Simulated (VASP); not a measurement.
Input of a VASP 6.6.1 run:

The input INCAR:

```
SYSTEM = NiO
  PREC = Accurate
  ENCUT = 600
  EDIFF = 1E-6
  ISMEAR = 0
  SIGMA = 0.05
  LREAL = .FALSE.
  LASPH = .TRUE.
  NELM = 150
  ALGO = Normal
  ISIF = 4
  LWAVE = .FALSE.
  LCHARG = .FALSE.
  ISPIN = 2
  MAGMOM = 1.86 -1.86 0 0
  LORBIT = 11
  LMAXMIX = 4
  LDAU = .TRUE.
  LDAUTYPE = 2
  LDAUL = 2 -1
  LDAUU = 6.2 0
  LDAUJ = 0 0
  LDAUPRINT = 1
  GGA = PE
  IBRION = 2
  NSW = 60
  EDIFFG = -0.01
```

File KPOINTS:

```
Automatic mesh
0
G
  10 10 5
  0 0 0
```

POSCAR

```
NiO
1.0
    0.0000000000      2.1402484722      2.1402484722
    2.1402484722      0.0000000000      2.1402484722
    4.2774884721      4.2774884721      0.0030084724
Ni O
2 2
Direct
    0.0000000000      0.0000000000      0.0000000000
    0.0000000000      0.0000000000      0.5000000000
    0.5000000045      0.5000000045      0.2499999932
    0.4999999955      0.4999999955      0.7500000068
```

Potentials or basis: VASP PAW PBE potentials, release 64 (Ni, O).

The run is started by

```console
$ cat potpaw_PBE.64/Ni/POTCAR potpaw_PBE.64/O/POTCAR > POTCAR
$ mpirun -np 1 vasp_std > vasp.out
```

Estimate the site moments.

Ni +1.76, -1.76; O +0.00 μB.

Predict the net moment.

0.00 μB per cell.

Estimate the band gap on the k mesh.

2.93 eV.

Final structure:
```xyz
4
Lattice="0.0000 2.1402 2.1402 2.1402 0.0000 2.1402 4.2775 4.2775 0.0030" Properties=species:S:1:pos:R:3 pbc="T T T"
Ni    0.0000    0.0000    0.0000
Ni    2.1387    2.1387    0.0015
O     2.1395    2.1395    2.1410
O     4.2782    4.2782    2.1425
```

A k mesh can miss the band edges. The state reached can hang on the start; a lower one may exist.
